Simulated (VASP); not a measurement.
PbS:

```
Pb S
1.0
     3.65366    0.00000    0.00000
     0.00000    3.65366    0.00000
     0.00000    0.00000    3.65366
Pb S
1 1
Direct
  0.00000 0.00000 0.00000
  0.50000 0.50000 0.50000
```

Base run:

- Program: VASP 6.6.1
- Functional: PBE
- Potentials or basis: VASP PAW PBE potentials, release 64 (Pb_d, S)
- Cutoff: 520 eV
- k mesh: 5 × 5 × 5
- Occupations: fermi-dirac, width 0.05 eV
- Spin: non-collinear spin, zero start, spin-orbit coupling
- Starting moments: [[0.0, 0.0, 0.0], [0.0, 0.0, 0.0]] μB

Its results: pressure -0.6 GPa; net moment 0.00 μB per cell.

Problem. The run is repeated on the same cell with these changes: functional from PBE to PBE0; k mesh from 5 × 5 × 5 to 3 × 3 × 3. What comes out?

Solution. Pressure -2.5 GPa; net moment 0.00 μB per cell.

Several settings changed at once.

Caveats: some runs use coarse meshes; the PAW data sets were made with another functional, which shifts forces and pressure a little (at least some runs).
